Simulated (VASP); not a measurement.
Here is a VASP 6.6.1 calculation.

The input POSCAR:

```
MgF2
1.0
    4.5948746200      0.0000000000      0.0000000000
    0.0000000000      4.5948746200      0.0000000000
    0.0000000000      0.0000000000      3.0288881900
Mg F
2 4
Direct
    0.0000000000      0.0000000000      0.0000000000
    0.5000000000      0.5000000000      0.5000000000
    0.3029444600      0.3029444600      0.0000000000
    0.1970555400      0.8029444600      0.5000000000
    0.6970555400      0.6970555400      0.0000000000
    0.8029444600      0.1970555400      0.5000000000
```

The input INCAR.step1:

```
SYSTEM = MgF2
PREC     = Accurate       ! precision mode
ENCUT    = 580            ! plane-wave cutoff, eV
ISMEAR   = -1             ! smearing method
SIGMA    = 0.02           ! smearing width, eV
LREAL    = .FALSE.        ! projectors in reciprocal space
LASPH    = .TRUE.         ! aspherical terms in the spheres
NELM     = 120            ! most SCF steps
GGA      = PE             ! functional
ALGO     = Normal         ! electronic algorithm
EDIFF    = 1E-5           ! SCF threshold, eV
LWAVE    = .TRUE.         ! write WAVECAR
LCHARG   = .FALSE.        ! write CHGCAR
GGA_COMPAT= .FALSE.      
IBRION   = 2              ! ionic algorithm
EDIFFG   = -0.01          ! ionic threshold
NELMIN   = 4            
NSW      = 100            ! ionic steps
KPAR     = 4
```

File INCAR.step2:

```
SYSTEM = MgF2
PREC     = Accurate       ! precision mode
ENCUT    = 580            ! plane-wave cutoff, eV
EDIFF    = 1E-7           ! SCF threshold, eV
ISMEAR   = -1             ! smearing method
SIGMA    = 0.02           ! smearing width, eV
LREAL    = .FALSE.        ! projectors in reciprocal space
LASPH    = .TRUE.         ! aspherical terms in the spheres
NELM     = 120            ! most SCF steps
ALGO     = Normal         ! electronic algorithm
ISIF     = 2              ! what is computed and relaxed
LWAVE    = .FALSE.        ! write WAVECAR
LCHARG   = .FALSE.        ! write CHGCAR
METAGGA  = R2SCAN         ! meta-GGA
LMIXTAU  = .TRUE.       
IBRION   = 2              ! ionic algorithm
NSW      = 50             ! ionic steps
EDIFFG   = -0.01          ! ionic threshold
ISTART   = 1            
GGA_COMPAT= .FALSE.      
NELMIN   = 4            
KPAR     = 4
```

The input KPOINTS:

```
Automatic mesh
0
G
  6 6 10
  0 0 0
```

Potentials or basis: VASP PAW PBE potentials, release 64 (Mg, F).

Launch:

```console
$ cat potpaw_PBE.64/Mg/POTCAR potpaw_PBE.64/F/POTCAR > POTCAR
$ cp INCAR.step1 INCAR
$ mpirun -np 4 vasp_std > vasp.out
$ cp INCAR.step2 INCAR
$ mpirun -np 4 vasp_std > vasp.out
```

Question: What does it give for the energy gained by relaxing?

Answer: 0.0 meV/atom.

Question: What does it give for the band gap on the k mesh?

Answer: 8.15 eV, direct.

Forces in eV/Å, atoms in the order of the input:
```
Mg   0.000  0.000  0.000
Mg   0.000  0.000  0.000
F   -0.005 -0.005  0.000
F    0.005 -0.005  0.000
F    0.005  0.005  0.000
F   -0.005  0.005  0.000
```

Caveat: the PAW data sets were made with another functional, which shifts forces and pressure a little. A k mesh can miss the band edges.
